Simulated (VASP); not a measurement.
# Li (P1) in VASP: notebook, part 2 of 2

VASP 6.6.1. The steps go on from the part before.

### Step 4. Single point, PBE+D3(BJ)

Contents of INCAR:

```
PREC = Accurate
ENCUT = 650
EDIFF = 1E-6
ISMEAR = -1
SIGMA = 0.002
LREAL = False
LASPH = True
NELM = 120
ALGO = Normal
ISIF = 2
LWAVE = False
LCHARG = False
GGA = PE
IVDW = 12
NBANDS = 38
GGA_COMPAT = False
```

Contents of KPOINTS:

```
regular mesh
0
Gamma
  2 2 2
```

Contents of POSCAR:

```
Li
1.0
    6.9800000000      0.0000000000      0.0000000000
    0.0000000000      6.9800000000      0.0000000000
    0.0000000000      0.0000000000      6.9800000000
Li
16
Direct
    0.0373209169      0.0038108883      0.0072349570
    0.5276074499      0.0021919771     -0.0114040115
    0.0068481375      0.3969770774     -0.0215759312
    0.0966332378      0.0158595989      0.4390544413
    0.2920773639      0.2805730659      0.1833237822
    0.5534240688      0.5033237822     -0.0119340974
    0.4940544413     -0.0454154728      0.5059312321
    0.6824641834      0.2407593123      0.2443553009
    0.0301146132      0.5628223496      0.5066189112
    0.2029656160      0.7335816619      0.1940544413
    0.2454871060      0.2252865330      0.7057306590
    0.4477220630      0.5208882521      0.5192550143
    0.8112750716      0.7214040115      0.1853438395
    0.7262750716      0.2859312321      0.6746704871
    0.2741117479      0.7956160458      0.7682808023
    0.7716618911      0.8142979943      0.7307449857
```

Potentials or basis: VASP PAW PBE potentials, release 64 (Li_sv).

Command:

```bash
$ cat potpaw_PBE.64/Li_sv/POTCAR > POTCAR
$ mpirun -np 1 vasp_std > vasp.out
```

OUTCAR:

```text
PREC = Accurate
   ENCUT = 650
   EDIFF = 1E-6
   ISMEAR = -1
   LREAL = False
   LASPH = True
   NELM = 120
   ISIF = 2
   GGA = PE
   IVDW = 12
 IVDW          = 12

 ion  position               nearest neighbor table
   1  0.037  0.004  0.007-  10 2.57
   2  0.528  0.002  0.989-
   3  0.007  0.397  0.978-   5 2.58
   4  0.097  0.016  0.439-  11 2.58
   5  0.292  0.281  0.183-   3 2.58
   6  0.553  0.503  0.988-
   7  0.494  0.955  0.506-
   8  0.682  0.241  0.244-
   9  0.030  0.563  0.507-
  10  0.203  0.734  0.194-   1 2.57
[... 530 lines left out ...]
  -------------------------------------------------------------------------------------
  Total      -1.65629    -3.29920    -2.83916    -0.13856     0.22060     0.35061
  in kB      -7.80333   -15.54367   -13.37624    -0.65280     1.03932     1.65183
  external pressure =      -12.24 kB  Pullay stress =        0.00 kB

 VOLUME and BASIS-vectors are now :
 -----------------------------------------------------------------------------
  energy-cutoff  :      650.00
  volume of cell :      340.07
      direct lattice vectors                 reciprocal lattice vectors
     6.980000000  0.000000000  0.000000000     0.143266476  0.000000000  0.000000000
     0.000000000  6.980000000  0.000000000     0.000000000  0.143266476  0.000000000
     0.000000000  0.000000000  6.980000000     0.000000000  0.000000000  0.143266476

 POSITION                                       TOTAL-FORCE (eV/Angst)
 -----------------------------------------------------------------------------------
      0.26050      0.02660      0.05050        -0.361270      0.281802     -0.260624
      3.68270      0.01530      6.90040        -0.171879      0.060550     -0.057091
      0.04780      2.77090      6.82940        -0.267123      0.434118     -0.131318
      0.67450      0.11070      3.06460        -0.514605      0.066156     -0.075771
      2.03870      1.95840      1.27960        -0.024213     -0.090989      0.406257
      3.86290      3.51320      6.89670        -0.285260      0.237063     -0.428860
[... 8 lines left out ...]
      1.91330      5.55340      5.36260        -0.268595     -0.364770      0.265720
      5.38620      5.68380      5.10060         0.365762     -0.194069      0.032869
 -----------------------------------------------------------------------------------
    total drift:                               -0.000527      0.000477      0.000089

  FREE ENERGIE OF THE ION-ELECTRON SYSTEM (eV)
  ---------------------------------------------------
  free  energy   TOTEN  =       -31.3072062963 eV

  energy  without entropy=      -31.3071179897  energy(sigma->0) =      -31.30716214
```

OSZICAR:

```text
N       E                     dE             d eps       ncg     rms          rms(c)
DAV:   1     0.290653652613E+03    0.29065E+03   -0.22987E+04   608   0.143E+03
DAV:   2     0.466931461937E+02   -0.24396E+03   -0.22754E+03   616   0.368E+02
DAV:   3    -0.125972211281E+02   -0.59290E+02   -0.57474E+02  1126   0.866E+01
DAV:   4    -0.260285747447E+02   -0.13431E+02   -0.13155E+02  1032   0.679E+01
DAV:   5    -0.290797460764E+02   -0.30512E+01   -0.30496E+01  1096   0.201E+01    0.198E+00
DAV:   6    -0.287572226424E+02    0.32252E+00   -0.10848E+00   804   0.573E+00    0.862E-01
DAV:   7    -0.287302704547E+02    0.26952E-01   -0.21268E-01  1016   0.170E+00    0.348E-01
DAV:   8    -0.287272939243E+02    0.29765E-02   -0.28870E-02   960   0.647E-01    0.187E-01
DAV:   9    -0.287264594328E+02    0.83449E-03   -0.40334E-03  1000   0.236E-01    0.788E-02
DAV:  10    -0.287264730014E+02   -0.13569E-04   -0.59508E-04   984   0.857E-02    0.366E-02
DAV:  11    -0.287264677878E+02    0.52135E-05   -0.70771E-05   984   0.340E-02    0.123E-02
DAV:  12    -0.287264644995E+02    0.32883E-05   -0.91893E-06  1032   0.142E-02    0.439E-03
DAV:  13    -0.287264632178E+02    0.12817E-05   -0.12023E-06   544   0.591E-03    0.135E-03
DAV:  14    -0.287264626162E+02    0.60163E-06   -0.27716E-07   456   0.341E-03
   1 F= -.31307206E+02 E0= -.31307162E+02  d E =-.883066E-04
```

stdout:

```text
POSCAR found type information on POSCAR Li
 POSCAR found :  1 types and      16 ions
 scaLAPACK will be used
 LDA part: xc-table for (Slater+PW92), standard interpolation
 POSCAR, INCAR and KPOINTS ok, starting setup
 FFT: planning ... GRIDC
 FFT: planning ... GRID_SOFT
 FFT: planning ... GRID
 WAVECAR not read
 entering main loop
```

Wall time 81 s (1 thread of Intel Xeon 6975P-C (Granite Rapids), shared host); peak memory 0.53 GiB.

What came out:

```
Free energy                : -31.3072 eV
Pressure                   : -1.2 GPa
Largest force              : 0.810 eV/Å
Band gap on the k mesh     : zero (bands 24 and 25 overlap by 0.74 eV)
Dispersion energy per atom : -0.161 eV
```

Forces on the atoms (eV/Å):
```
Li  -0.361  0.282 -0.261
Li  -0.172  0.061 -0.057
Li  -0.267  0.434 -0.131
Li  -0.515  0.066 -0.076
Li  -0.024 -0.091  0.406
Li  -0.285  0.237 -0.429
Li   0.058  0.072 -0.570
Li   0.615 -0.025  0.373
Li  -0.149 -0.251  0.053
Li   0.758 -0.282 -0.027
Li   0.301  0.134  0.273
Li   0.131  0.161 -0.291
Li  -0.359  0.070  0.298
Li   0.173 -0.310  0.139
Li  -0.269 -0.365  0.266
Li   0.366 -0.194  0.033
```

Stress tensor (GPa, compression positive):
```
-0.78 -0.07  0.17
-0.07 -1.55  0.10
 0.17  0.10 -1.34
```

Caveat: the k points lie up to 0.45 Å⁻¹ apart, too coarse for converged energies and pressures of a metal.

### Step 5. The runs side by side

```tsv
cell	gap on the mesh (eV)	pressure (GPa)	largest force (eV/Å)
as given, atomic positions A	none	-1.0	1.03
as given, atomic positions B	none	-1.5	0.92
as given, atomic positions C	none	-1.2	0.81
```

Alike in all rows: task single point; level PBE+D3(BJ); potentials or basis VASP PAW PBE potentials, release 64 (Li_sv); no spin polarisation; k mesh 2 × 2 × 2; cutoff (eV) 650; smearing fermi-dirac 0.002 eV.

Caveats: all runs use coarse meshes; forces of over 1 eV/Å act on the atoms, so gaps and moduli don't describe the material at rest (at least some runs).

Absolute energies hang on the potentials; compare differences alone.
